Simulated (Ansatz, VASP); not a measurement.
One calculation of AgBr, two programs

INCAR

```
PREC = Accurate
ENCUT = 500
EDIFF = 1E-6
ISMEAR = 0
SIGMA = 0.03
LREAL = F
LASPH = T
NELM = 120
ALGO = Normal
ISIF = 2
LWAVE = F
LCHARG = F
GGA = CA
NBANDS = 16
GGA_COMPAT = F
```

File KPOINTS:

```
regular mesh
0
Gamma
  12 12 12
```

File POSCAR:

```
AgBr
1.0
    0.0000000000      2.8860500000      2.8860500000
    2.8860500000      0.0000000000      2.8860500000
    2.8860500000      2.8860500000      0.0000000000
Ag Br
1 1
Direct
    0.5000000000      0.5000000000      0.5000000000
    0.0000000000      0.0000000000      0.0000000000
```

Input for Ansatz:

```yaml
crystal:
  lattice:
    - [0.0, 2.88605, 2.88605]
    - [2.88605, 0.0, 2.88605]
    - [2.88605, 2.88605, 0.0]
  atoms:
    - { symbol: Ag, position: [0.5, 0.5, 0.5] }
    - { symbol: Br, position: [0.0, 0.0, 0.0] }
basis:
  ecutwfc: 420
kpoints:
  mp_grid: { grid: [12, 12, 12] }
hamiltonian:
  xc: lda
scf:
  occupations: { method: gaussian, width: 0.03 }
output:
  forces: true
  stress: true
  eigenvalues: true
```

Alike in both runs: task single point; functional LDA; k mesh 12 × 12 × 12; occupations gaussian, width 0.03 eV; no spin polarisation.

```csv
,VASP,Ansatz
version,VASP 6.6.1,Ansatz 0.2.0
potentials or method,"VASP PAW LDA potentials, release 64 (Ag, Br), cutoff 500 eV","scalar-relativistic, plane waves, PAW"
valence electrons in the cell,18,26
```

|  | VASP | Ansatz | Ansatz less VASP |
| --- | --- | --- | --- |
| gap on the k mesh at the Fermi level (eV) | 0.41 | 0.38 | -0.032 |
| least direct gap on the mesh (eV) | 2.28 | 2.25 | -0.029 |
| pressure (GPa) | -4.8 | -4.8 | -0.07 |

LDA's correlation is that of Perdew and Zunger in VASP and of Perdew and Wang (1992) in Ansatz. VASP's potentials hold 18 valence electrons a cell and Ansatz's 26, so a difference there can come from the potentials and not from the codes.
